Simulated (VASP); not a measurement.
A run of VASP 6.6.1 is set up as follows.

File INCAR:

```
SYSTEM = Si2W
  PREC = Accurate
  ENCUT = 520
  EDIFF = 1E-7
  ISMEAR = -1
  SIGMA = 0.15
  LREAL = .FALSE.
  LASPH = .TRUE.
  NELM = 100
  ALGO = Normal
  ISIF = 2
  LWAVE = .FALSE.
  LCHARG = .FALSE.
  GGA = PE
  NBANDS = 18
```

The input KPOINTS:

```
regular mesh
0
G
  18 18 18
  0 0 0
```

File POSCAR:

```
Si2W
1.0
   -1.6017353967      1.6017353967      3.9119864368
    1.6017353967     -1.6017353967      3.9119864368
    1.6017353967      1.6017353967     -3.9119864368
Si W
2 1
Direct
    0.3340890470      0.3340890470      0.0000000000
    0.6659109530      0.6659109530      0.0000000000
    0.0000000000      0.0000000000      0.0000000000
```

Potentials or basis: VASP PAW PBE potentials, release 64 (Si, W_sv).

Command:

```console
$ cat potpaw_PBE.64/Si/POTCAR potpaw_PBE.64/W_sv/POTCAR > POTCAR
$ mpirun -np 1 vasp_std > vasp.out
```

(1) What does it give for the pressure?

(2) What does it give for the largest force?

(3) What does it give for the band gap on the k mesh?

Results:

(1) 5.1 GPa.

(2) 0.004 eV/Å.

(3) zero (bands 11 and 12 overlap by 1.31 eV).

Caveat: the cell stands under pressure; spin-orbit coupling is left out, which moves the levels of the heavy elements.
